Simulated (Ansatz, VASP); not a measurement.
## Au in VASP and in Ansatz

Contents of INCAR:

```
SYSTEM = Au
  ALGO = Fast
  EDIFF = 1E-6
  ENCUT = 520
  GGA = PS
  ISIF = 2
  ISMEAR = 0
  LASPH = .True.
  LCHARG = .False.
  LREAL = .False.
  LWAVE = .False.
  NBANDS = 18
  NELM = 100
  PREC = Accurate
  SIGMA = 0.15
```

The input KPOINTS:

```
k-points
0
Gamma
  18 18 10
  0 0 0
```

The input POSCAR:

```
Au
1.0
    2.8999984104      0.0000000000      0.0000000000
   -1.4499992052      2.5114722944      0.0000000000
    0.0000000000      0.0000000000      4.8800000000
Au
2
Direct
    0.5064057669      0.7933644814      0.7500000000
    0.6666666667      0.3333333333      0.2500000000
```

Input for Ansatz:

```yaml
crystal:
  lattice:
    - [2.8999984104, 0.0, 0.0]
    - [-1.4499992052, 2.5114722944, 0.0]
    - [0.0, 0.0, 4.88]
  atoms:
    - { symbol: Au, position: [0.5064057669, 0.7933644814, 0.75] }
    - { symbol: Au, position: [0.6666666667, 0.3333333333, 0.25] }
basis:
  ecutwfc: 420
kpoints:
  mp_grid: { grid: [18, 18, 10] }
hamiltonian:
  xc: pbesol
scf:
  occupations: { method: gaussian, width: 0.15 }
output:
  forces: true
  stress: true
  eigenvalues: true
```

Alike in both runs: task single point; functional PBEsol; k mesh 18 × 18 × 10; occupations gaussian, width 0.15 eV; no spin polarisation.

```csv
,VASP,Ansatz
version,VASP 6.6.1,Ansatz 0.2.0
potentials or method,"VASP PAW PBE potentials, release 64 (Au), cutoff 520 eV","scalar-relativistic, plane waves, PAW"
valence electrons in the cell,22,38
```

Ansatz gave:

```
gap on the k mesh at the Fermi level (eV)                     : none
pressure (GPa)                                                : -5.4
traceless stress, the component that is largest in VASP (GPa) : 1.50
rms of the force components (eV/Å)                            : 0.097
```

Question: What did VASP give for the same quantities?

Answer: gap on the k mesh at the Fermi level (eV): none; pressure (GPa): -5.6; traceless stress, the component that is largest in VASP (GPa): 1.49; rms of the force components (eV/Å): 0.097.

VASP's potentials were made for PBE, not for PBEsol. Atom by atom the forces differ by 0.000 eV/Å (rms over components). A gap of «none» marks a metal or a gap that the smearing closes. The functional is the same, so the differences come from potentials, cutoffs and numerics. VASP's potentials hold 22 valence electrons a cell and Ansatz's 38, so a difference there can come from the potentials and not from the codes.

Spin-orbit coupling is off throughout.
